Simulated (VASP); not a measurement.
## Ag: relaxation of cell and atoms with PBE

Crystal: Ag.

```
Ag
1.0
     0.00000    2.03976    2.03976
     2.03976    0.00000    2.03976
     2.03976    2.03976    0.00000
Ag
1
Direct
  0.00000 0.00000 0.00000
```

| Quantity | Value |
| --- | --- |
| Program | VASP 6.6.1 |
| Task | relaxation of cell and atoms |
| Functional | PBE |
| Potentials or basis | VASP PAW PBE potentials, release 64 (Ag) |
| Cutoff | 600 eV |
| k mesh | 18 × 18 × 18 |
| Occupations | gaussian, width 0.1 eV |
| Spin | no spin polarisation |
| Target pressure | 5 GPa |
| Dipole correction | no |
| Further INCAR settings | ALGO = Fast; EDIFF = 1e-06; IBRION = 2; EDIFFG = -0.008; NSW = 70; ISIF = 3 |

```json
{
  "Relaxed volume": "16.98 Å³/atom",
  "Relaxed cell": "a = 2.885 Å, b = 2.885 Å, c = 2.885 Å, α = 60.00°, β = 60.00°, γ = 60.00°",
  "Space group after relaxing (to 0.05 Å)": "Fm-3m (No. 225)",
  "Energy change on relaxing (the enthalpy is what falls)": "-0.2 meV/atom",
  "Ionic steps": "4",
  "Pressure after relaxing": "5.0 GPa"
}
```

The path:
```
step  energy change (eV)  largest force (eV/Å)  pressure (GPa)  volume (Å³)
   1              0.0000                0.0000            5.18        16.97
   2             -0.0014                0.0000            4.74        17.02
   3             -0.0003                0.0000            4.90        16.98
   4             -0.0002                0.0000            5.02        16.98
```

Final structure:
```
Ag
1.0
     0.00000    2.04003    2.04003
     2.04003    0.00000    2.04003
     2.04003    2.04003    0.00000
Ag
1
Cartesian
  0.0000 0.0000 0.0000
```

Levels at points of the mesh, in eV from the Fermi level:
```csv
k point,band 3,band 4,band 5,band 6,band 7,band 8,band 9
"(0.00, 0.00, 0.00)",-4.79,-4.79,-3.75,-3.75,16.06,19.67,19.67
"(0.50, 0.00, 0.00)",-4.81,-2.95,-2.95,-0.38,3.66,15.30,17.95
"(0.50, 0.50, 0.00)",-2.98,-2.74,-2.74,1.63,6.80,10.72,10.72
```

Run time: 42 s on 1 thread of Intel(R) Xeon(R) Platinum 8488C (Sapphire Rapids), on a shared host, peak memory 0.18 GiB.

Caveat: the cell is relaxed towards a set pressure, so the enthalpy falls and the energy may rise.
